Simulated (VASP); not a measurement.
Here is a VASP 6.6.1 calculation.

Contents of INCAR:

```
SYSTEM = Li2AlF5
ALGO     = Normal         ! electronic algorithm
EDIFF    = 1E-7           ! SCF threshold, eV
ENCUT    = 520            ! plane-wave cutoff, eV
GGA      = PE             ! functional
ISIF     = 2              ! what is computed and relaxed
ISMEAR   = -1             ! smearing method
ISYM     = 0            
LASPH    = .TRUE.         ! aspherical terms in the spheres
LCHARG   = .FALSE.        ! write CHGCAR
LREAL    = Auto         
LWAVE    = .FALSE.        ! write WAVECAR
NBANDS   = 84             ! bands
NELM     = 100            ! most SCF steps
PREC     = Accurate       ! precision mode
SIGMA    = 0.05           ! smearing width, eV
```

The input KPOINTS:

```
k-points
0
G
  1 1 1
  0 0 0
```

Contents of POSCAR:

```
Li2AlF5
1.0
    6.1911310000     -0.0229290000     -0.1913040000
   -0.0229290000      6.2658620000     -0.0128380000
   -0.1913040000     -0.0128380000      6.2422390000
Al F Li
3 15 6
Direct
    0.5537026912      0.4714634280      0.4085471875
    0.0836671125      0.1117699054      0.8496961996
    0.5788553411      0.8857085598      0.9120605713
    0.7828252135      0.1261341187      0.8960571526
    0.6239124102      0.9434167951      0.1994671342
    0.8129229974      0.7182827857      0.9093550784
    0.3560213785      0.7192719404      0.9484736690
    0.5654873691      0.8856932579      0.6269409944
    0.8089792867      0.5870022165      0.4554288786
    0.4190491486      0.2214676791      0.3790727943
    0.0470770553      0.9291642590      0.6283371463
    0.0635845556      0.3772840033      0.0276187041
    0.6144686600      0.4228867352      0.1342711057
    0.3648506682      0.1077679589      0.8737730031
    0.3232375303      0.6281538016      0.3466678977
    0.0616251130     -0.0268328541      0.1265023096
    0.5599341578      0.4418109393      0.6866058177
    0.0728423233      0.3163459478      0.6507907302
    0.0850492558      0.6649501959      0.1292311771
    0.3317196693      0.9299186076      0.4045541343
    0.8173035572      0.8897650179      0.4344026627
    0.8586224417      0.4821431834      0.7539568193
    0.8466710800      0.2307572993      0.1781485820
    0.3935287156      0.4110362115      0.9440690272
```

Potentials or basis: VASP PAW PBE potentials, release 64 (Al, F, Li_sv).

Launch:

```sh
$ cat potpaw_PBE.64/Al/POTCAR potpaw_PBE.64/F/POTCAR potpaw_PBE.64/Li_sv/POTCAR > POTCAR
$ mpirun -np 1 vasp_gam > vasp.out
```

Task: Predict the largest force.

Result: 2.360 eV/Å.

Forces on the atoms (eV/Å):
```
Al  -2.236 -0.749 -0.086
Al  -1.639 -0.023  0.000
Al   0.783  0.386 -0.128
F    0.082 -0.243 -0.813
F    0.224 -0.281 -0.376
F   -0.213  0.094  0.533
F   -0.085 -0.347 -0.174
F   -0.062 -0.065 -0.286
F    0.538  0.149 -0.808
F   -0.026  0.130  0.310
F    0.375 -0.050  0.281
F    0.538 -0.387  0.270
F    0.861  0.154  0.703
F    0.502  0.114  0.671
F    0.069  0.372  0.268
F    0.701  0.399 -0.077
F   -0.246 -0.039  0.361
F   -0.125 -0.262  0.160
Li   0.089  0.037 -0.410
Li   0.286  0.495  0.140
Li  -0.401 -0.351  0.476
Li   0.013  0.164  0.019
Li   0.061 -0.076 -0.367
Li  -0.089  0.381 -0.667
```

Caveat: the k points lie up to 1.02 Å⁻¹ apart, too coarse for converged energies, forces and pressures; the atoms stand as in a frame of molecular dynamics.
